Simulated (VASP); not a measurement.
# SnSe2 (P-3m1) in VASP: notebook

Runs on SnSe2. Level: PBE+D3(BJ). Tasks: single point.

Program: VASP 6.6.1. These are calculated values, not measurements. Logs are shortened: lines on timing, memory, paths and dates and some standing lists are left out, and cuts for length are marked.

### Step 1. The cell of the first run

Symmetry: P-3m1, No. 164, trigonal system. Conventional cell: a = 3.696 Å, b = 3.696 Å, c = 5.361 Å, α = 90.00°, β = 90.00°, γ = 120.00°. Within 3.4 Å of Sn (site symmetry -3m) lie 6 Se at 2.56 Å. Within 3.4 Å of Se (site symmetry 3m) lie 3 Sn at 2.56 Å and 3 Se at 3.30 Å.

### Step 2. Single point, PBE+D3(BJ)

File INCAR:

```
SYSTEM = SnSe2
ALGO     = Normal         ! electronic algorithm
EDIFF    = 1E-6           ! SCF threshold, eV
ENCUT    = 500            ! plane-wave cutoff, eV
GGA      = PE             ! functional
GGA_COMPAT= .FALSE.      
ISIF     = 2              ! what is computed and relaxed
ISMEAR   = 0              ! smearing method
IVDW     = 12             ! dispersion correction
LASPH    = .TRUE.         ! aspherical terms in the spheres
LCHARG   = .TRUE.         ! write CHGCAR
LELF     = .TRUE.         ! ELF
LREAL    = .FALSE.        ! projectors in reciprocal space
LVHAR    = .TRUE.       
LWAVE    = .FALSE.        ! write WAVECAR
NBANDS   = 20             ! bands
NELM     = 120            ! most SCF steps
PREC     = Accurate       ! precision mode
SIGMA    = 0.03           ! smearing width, eV
```

File KPOINTS:

```
k-points
0
G
  12 12 6
  0 0 0
```

File POSCAR:

```
SnSe2
1.0
    3.6960000000      0.0000000000      0.0000000000
   -1.8480000000      3.2008298924      0.0000000000
    0.0000000000      0.0000000000      5.3608000000
Sn Se
1 2
Direct
    0.0000000000      0.0000000000      0.0000000000
    0.3333333333      0.6666666667      0.2651331237
    0.6666666667      0.3333333333      0.7348668763
```

Potentials or basis: VASP PAW PBE potentials, release 64 (Sn_d, Se).

Run with:

```console
$ cat potpaw_PBE.64/Sn_d/POTCAR potpaw_PBE.64/Se/POTCAR > POTCAR
$ mpirun -np 1 vasp_std > vasp.out
```

OUTCAR:

```text
SYSTEM = SnSe2
   EDIFF = 1E-6
   ENCUT = 500
   GGA = PE
   ISIF = 2
   ISMEAR = 0
   IVDW = 12
   LASPH = .TRUE.
   LREAL = .FALSE.
   NELM = 120
   PREC = Accurate
 IVDW          = 12

 ion  position               nearest neighbor table
   1  0.000  0.000  0.000-   2 2.56   3 2.56   3 2.56   2 2.56   3 2.56   2 2.56
   2  0.333  0.667  0.265-   1 2.56   1 2.56   1 2.56
   3  0.667  0.333  0.735-   1 2.56   1 2.56   1 2.56

  LATTYP: Found a hexagonal cell.
 ALAT       =     3.6960000000
 C/A-ratio  =     1.4504329004

  Lattice vectors:

 A1 = (   3.6960000000,   0.0000000000,   0.0000000000)
 A2 = (  -1.8480000000,   3.2008298924,   0.0000000000)
 A3 = (   0.0000000000,   0.0000000000,   5.3608000000)

Analysis of symmetry for initial positions (statically):
=====================================================================
 Subroutine PRICEL returns:
 Original cell was already a primitive cell.

 Routine SETGRP: Setting up the symmetry group for a
 hexagonal supercell.

 Subroutine GETGRP returns: Found 12 space group operations
 (whereof 12 operations were pure point group operations)
 out of a pool of 24 trial point group operations.

The static configuration has the point symmetry D_3d.

Analysis of symmetry for dynamics (positions and initial velocities):
=====================================================================
 Subroutine PRICEL returns:
 Original cell was already a primitive cell.

 Routine SETGRP: Setting up the symmetry group for a
 hexagonal supercell.

 Subroutine GETGRP returns: Found 12 space group operations
 (whereof 12 operations were pure point group operations)
 out of a pool of 24 trial point group operations.

The dynamic configuration has the point symmetry D_3d.

 Subroutine INISYM returns: Found 12 space group operations
 (whereof 12 operations are pure point group operations),
 and found     1 'primitive' translations

----------------------------------------------------------------------------------------

                                     Primitive cell

  volume of cell :      63.4197

  direct lattice vectors                    reciprocal lattice vectors
     3.696000000  0.000000000  0.000000000     0.270562771  0.156209488  0.000000000
    -1.848000000  3.200829892  0.000000000     0.000000000  0.312418977  0.000000000
     0.000000000  0.000000000  5.360800000     0.000000000  0.000000000  0.186539322

  length of vectors
     3.696000000  3.696000000  5.360800000     0.312418977  0.312418977  0.186539322

  position of ions in fractional coordinates (direct lattice)
     0.000000000  0.000000000  0.000000000
     0.333333333  0.666666667  0.265133124
     0.666666667  0.333333333  0.734866876

  ion indices of the primitive-cell ions
   primitive index   ion index
                 1           1
                 2           2
                 3           3

----------------------------------------------------------------------------------------

 KPOINTS: k-points

Automatic generation of k-mesh.
 Grid dimensions read from file:
 generate k-points for:   12   12    6

 Generating k-lattice:

  Cartesian coordinates                     Fractional coordinates (reciprocal lattice)
     0.022546898  0.013017457  0.000000000     0.083333333  0.000000000  0.000000000
     0.000000000  0.026034915  0.000000000     0.000000000  0.083333333  0.000000000
     0.000000000  0.000000000  0.031089887     0.000000000  0.000000000  0.166666667

  Length of vectors
     0.026034915  0.026034915  0.031089887

  Shift w.r.t. Gamma in fractional coordinates (k-lattice)
     0.000000000  0.000000000  0.000000000

 Subroutine IBZKPT returns following result:
 ===========================================

 Found    100 irreducible k-points:

 Following reciprocal coordinates:
            Coordinates               Weight
  0.000000  0.000000  0.000000      1.000000
  0.083333 -0.000000  0.000000      6.000000
  0.166667 -0.000000  0.000000      6.000000
  0.250000 -0.000000  0.000000      6.000000
  0.333333 -0.000000  0.000000      6.000000
  0.416667  0.000000  0.000000      6.000000
[... 16 lines left out ...]
  0.166667 -0.000000  0.166667      6.000000
  0.000000  0.166667  0.166667      6.000000
 [... further k-points ...]
   k-points           NKPTS =    100   k-points in BZ     NKDIM =    100   number of bands    NBANDS=     20
   number of dos      NEDOS =    301   number of ions     NIONS =      3
   total plane-waves  NPLWV =  31360
   dimension x,y,z NGX =    28 NGY =   28 NGZ =   40
   dimension x,y,z NGXF=    56 NGYF=   56 NGZF=   80
   ions per type =               1   2
   NGX,Y,Z   is equivalent  to a cutoff of  12.59, 12.59, 12.40 a.u.
   NGXF,Y,Z  is equivalent  to a cutoff of  25.19, 25.19, 24.81 a.u.
 SYSTEM =  SnSe2
   PREC   = accura    normal or accurate (medium, high low for compatibility)
   ISTART =      0    job   : 0-new  1-cont  2-samecut
   ICHARG =      2    charge: 1-file 2-atom 10-const
   ISPIN  =      1    spin polarized calculation?
   LNONCOLLINEAR =      F non collinear calculations
   LSORBIT =      F    spin-orbit coupling
   LASPH  =      T    aspherical Exc in radial PAW
   ENCUT  =  500.0 eV  36.75 Ry    6.06 a.u.   6.74  6.74  9.77*2*pi/ulx,y,z
   NELM   =    120;   NELMIN=  2; NELMDL= -5     # of ELM steps
   EDIFF  = 0.1E-05   stopping-criterion for ELM
   LREAL  =      F    real-space projection
   EDIFFG = 0.1E-04   stopping-criterion for IOM
   NSW    =      0    number of steps for IOM
   IBRION =     -1    ionic relax: 0-MD 1-quasi-New 2-CG
   NFREE  =      0    steps in history (QN), initial steepest desc. (CG)
   ISIF   =      2    stress and relaxation
   ISYM   =      2    0-nonsym 1-usesym 2-fastsym
   POTIM  = 0.5000    time-step for ionic-motion
   TEBEG  =    0.0;   TEEND  =   0.0 temperature during run
   PSTRESS=    0.0 pullay stress
   NELECT =      26.0000    total number of electrons
   NUPDOWN=      -1.0000    fix difference up-down
   EMIN   =  10.00;   EMAX   =-10.00  energy-range for DOS
   EFERMI =   0.00;   METHOD = LEGACY
   ISMEAR =     0;   SIGMA  =   0.03  broadening in eV -4-tet -1-fermi 0-gaus
   EFERMI_NEDOS =   21; number of points for ismear=-14 and -15
   IALGO  =     38    algorithm
   IMIX   =      4    mixing-type and parameters
     AMIX     =   0.40;   BMIX     =  1.00
     AMIX_MAG =   1.60;   BMIX_MAG =  1.00
  volume/ion in A,a.u.               =      21.14       142.66
  Fermi-wavevector in a.u.,A,eV,Ry     =   1.216161  2.298212 20.123678  1.479049
  Thomas-Fermi vector in A             =   2.351525
   LORBIT       =      0    0 simple, 1 ext, 2 COOP (PROOUT), +10 PAW based schemes
   GGA     = PE    functional components
   LHFCALC =     F    Hartree Fock is set to
   AEXX    =    0.0000 exact exchange contribution
   IVDW    =    12    specifies the selected vdW correction
   LEPSILON=     F    determine dielectric tensor
   LRPA    =     F    only Hartree local field effects (RPA)
 non-spin polarized calculation
 Gauss-broadening in eV      SIGMA  =   0.03
  energy-cutoff  :      500.00
  volume of cell :       63.42
 maximum number of plane-waves:      1628
 NGX is ok and might be reduce to    28
   NGX = 13   NGY = 13   NGZ = 19

 number of electron      26.0000008 magnetization

 Free energy of the ion-electron system (eV)
  ---------------------------------------------------
  ext. energy  EPLUGINS =         0.00000000
  ---------------------------------------------------
  free energy    TOTEN  =       -10.81472140 eV

  energy without entropy =      -10.81470839  energy(sigma->0) =      -10.81471489

 E-fermi :   7.3457     XC(G=0): -10.4584

 val. band max:        7.3101024101   @ k =   0.0000   0.0000   0.0000
 cond. band min:       7.3959682083   @ k =   0.0000   0.4167   0.3333
 fundamental gap:      0.0858657982
 Fermi energy:         7.3457107199

 k-point     1 :       0.0000    0.0000    0.0000
  band No.  band energies     occupation
      1     -15.0013      2.00000
      2     -15.0013      2.00000
      3     -14.9377      2.00000
      4     -14.9073      2.00000
      5     -14.9073      2.00000
      6      -8.7491      2.00000
[... 12 lines left out ...]
     19      15.6340      0.00000
     20      15.6340      0.00000

 k-point     2 :       0.0833   -0.0000    0.0000
  band No.  band energies     occupation
      1     -15.0078      2.00000
      2     -14.9980      2.00000
      3     -14.9344      2.00000
      4     -14.9095      2.00000
      5     -14.9062      2.00000
      6      -8.6669      2.00000
[... 12 lines left out ...]
     19      15.4268      0.00000
     20      15.6105      0.00000

 k-point     3 :       0.1667   -0.0000    0.0000
  band No.  band energies     occupation
      1     -15.0267      2.00000
      2     -14.9900      2.00000
      3     -14.9268      2.00000
      4     -14.9130      2.00000
      5     -14.9021      2.00000
      6      -8.4234      2.00000
[... 12 lines left out ...]
     19      14.4900      0.00000
     20      15.4748      0.00000

 k-point     4 :       0.2500   -0.0000    0.0000
  band No.  band energies     occupation
      1     -15.0536      2.00000
      2     -14.9818      2.00000
      3     -14.9281      2.00000
      4     -14.9051      2.00000
      5     -14.8936      2.00000
      6      -8.0294      2.00000
[... 12 lines left out ...]
     19      14.3555      0.00000
     20      15.7729      0.00000

 k-point     5 :       0.3333   -0.0000    0.0000
  band No.  band energies     occupation
      1     -15.0809      2.00000
      2     -14.9768      2.00000
      3     -14.9347      2.00000
      4     -14.8914      2.00000
      5     -14.8818      2.00000
      6      -7.5147      2.00000
[... 12 lines left out ...]
     19      15.3660      0.00000
     20      16.7529      0.00000
[... 353 lines left out ...]
      6      -8.5817      2.00000
[... 12 lines left out ...]
     19      15.4942      0.00000
     20      15.5780      0.00000

 k-point    22 :       0.0000    0.0833    0.1667
  band No.  band energies     occupation
      1     -15.0079      2.00000
      2     -14.9980      2.00000
      3     -14.9342      2.00000
      4     -14.9095      2.00000
      5     -14.9062      2.00000
      6      -8.5814      2.00000
[... 12 lines left out ...]
     19      14.9974      0.00000
     20      15.4231      0.00000

 k-point    23 :       0.1667   -0.0000    0.1667
  band No.  band energies     occupation
      1     -15.0269      2.00000
      2     -14.9899      2.00000
      3     -14.9266      2.00000
      4     -14.9131      2.00000
      5     -14.9021      2.00000
      6      -8.3400      2.00000
[... 12 lines left out ...]
     19      15.0283      0.00000
     20      16.0031      0.00000

 k-point    24 :       0.0000    0.1667    0.1667
  band No.  band energies     occupation
      1     -15.0268      2.00000
      2     -14.9900      2.00000
      3     -14.9268      2.00000
      4     -14.9130      2.00000
      5     -14.9021      2.00000
      6      -8.3381      2.00000
[... 12 lines left out ...]
     19      14.6074      0.00000
     20      14.9947      0.00000

 [... further k-points ...]

------------------------ aborting loop because EDIFF is reached ----------------------------------------

 Edisp (eV)   -1.32918

 E8    (eV) :    -0.5813

  FORCE on cell =-STRESS in cart. coord.  units (eV):
  Direction    XX          YY          ZZ          XY          YZ          ZX
  --------------------------------------------------------------------------------------
  -------------------------------------------------------------------------------------
  Total       7.42883     7.42883     9.04333    -0.00000    -0.00000     0.00000
  in kB     187.67530   187.67530   228.46251    -0.00000    -0.00000     0.00000
  external pressure =      201.27 kB  Pullay stress =        0.00 kB

 VOLUME and BASIS-vectors are now :
 -----------------------------------------------------------------------------
  energy-cutoff  :      500.00
  volume of cell :       63.42
      direct lattice vectors                 reciprocal lattice vectors
     3.696000000  0.000000000  0.000000000     0.270562771  0.156209488  0.000000000
    -1.848000000  3.200829892  0.000000000     0.000000000  0.312418977  0.000000000
     0.000000000  0.000000000  5.360800000     0.000000000  0.000000000  0.186539322

 POSITION                                       TOTAL-FORCE (eV/Angst)
 -----------------------------------------------------------------------------------
      0.00000      0.00000      0.00000         0.000000     -0.000000      0.000000
     -0.00000      2.13389      1.42133        -0.000000      0.000000      2.322967
      1.84800      1.06694      3.93947         0.000000     -0.000000     -2.322967
 -----------------------------------------------------------------------------------
    total drift:                               -0.000000      0.000000      0.000000

  FREE ENERGIE OF THE ION-ELECTRON SYSTEM (eV)
  ---------------------------------------------------
  free  energy   TOTEN  =       -12.1438967754 eV

  energy  without entropy=      -12.1438837624  energy(sigma->0) =      -12.14389027
```

It took 54 s on 1 thread of AMD EPYC 9R45 (Zen 5), shared host; peak memory 0.24 GiB.

Results:

| Item | Value |
| --- | --- |
| Free energy | -12.1439 eV |
| Pressure | 20.1 GPa |
| Largest force | 2.323 eV/Å |
| Band gap on the k mesh | 0.09 eV (least direct gap 0.76 eV) |
| Dispersion energy per atom | -0.443 eV |

Forces on the atoms (eV/Å):
```
Sn   0.000  0.000  0.000
Se   0.000  0.000  2.323
Se   0.000  0.000 -2.323
```

Stress tensor (GPa, compression positive):
```
18.77  0.00  0.00
 0.00 18.77  0.00
 0.00  0.00 22.85
```

Caveat: the cell stands under pressure; semilocal functionals underestimate gaps, and a narrow one can read as zero; spin-orbit coupling is left out, which moves the levels of the heavy elements; forces of over 1 eV/Å act on the atoms, so gaps and moduli don't describe the material at rest.

### Step 3. Single point, PBE+D3(BJ)

This run uses another cell than the first one, of 33.49 Å³/atom.

File INCAR:

```
PREC = Accurate
ENCUT = 500
EDIFF = 1E-6
ISMEAR = 0
SIGMA = 0.03
LREAL = F
LASPH = T
NELM = 120
ALGO = Normal
ISIF = 2
LWAVE = F
LCHARG = T
GGA = PE
IVDW = 12
LELF = T
LVHAR = T
NBANDS = 20
GGA_COMPAT = F
```

File KPOINTS:

```
Automatic mesh
0
Gamma
  12 12 6
```

File POSCAR:

```
SnSe2
1.0
    3.9840000000      0.0000000000      0.0000000000
   -1.9920000000      3.4502452087      0.0000000000
    0.0000000000      0.0000000000      7.3081000000
Sn Se
1 2
Direct
    0.0000000000      0.0000000000      0.0000000000
    0.3333333333      0.6666666667      0.2651331237
    0.6666666667      0.3333333333      0.7348668763
```

Potentials or basis: VASP PAW PBE potentials, release 64 (Sn_d, Se).

Run with:

```console
$ cat potpaw_PBE.64/Sn_d/POTCAR potpaw_PBE.64/Se/POTCAR > POTCAR
$ mpirun -np 1 vasp_std > vasp.out
```

It took 81 s on 1 thread of AMD EPYC 9R45 (Zen 5), shared host; peak memory 0.31 GiB.

The run converged. Its results:

| Property | Result |
| --- | --- |
| Free energy | -11.7421 eV |
| Pressure | -8.9 GPa |
| Largest force | 1.961 eV/Å |
| Band gap on the k mesh | zero (bands 13 and 14 overlap by 0.44 eV) |
| Dispersion energy per atom | -0.275 eV |

Forces on the atoms (eV/Å):
```
Sn   0.000  0.000  0.000
Se   0.000  0.000 -1.961
Se   0.000  0.000  1.961
```

Stress tensor (GPa, compression positive):
```
 -6.32   0.00   0.00
  0.00  -6.32   0.00
  0.00   0.00 -14.13
```

Levels at points of the mesh, in eV from the Fermi level:
| k point | band 9 | band 10 | band 11 | band 12 | band 13 | band 14 | band 15 | band 16 | band 17 | band 18 |
| --- | --- | --- | --- | --- | --- | --- | --- | --- | --- | --- |
| (0.00, 0.00, 0.00) | -1.17 | -0.14 | -0.14 | -0.03 | -0.03 | 0.04 | 3.28 | 4.18 | 4.18 | 7.02 |
| (0.50, 0.00, 0.00) | -3.42 | -2.59 | -1.48 | -1.42 | -0.30 | 0.30 | 2.95 | 4.06 | 4.23 | 5.21 |
| (0.00, 0.00, 0.50) | -2.22 | -0.22 | -0.22 | 0.07 | 0.07 | 1.37 | 2.83 | 4.09 | 4.09 | 6.70 |
| (0.50, 0.00, 0.50) | -3.67 | -2.11 | -1.30 | -1.01 | -0.51 | -0.37 | 2.79 | 4.01 | 4.34 | 5.52 |

Caveat: the stress differs along the axes, from -14 to -6 GPa; semilocal functionals underestimate gaps, and a narrow one can read as zero; spin-orbit coupling is left out, which moves the levels of the heavy elements; forces of over 1 eV/Å act on the atoms, so gaps and moduli don't describe the material at rest.
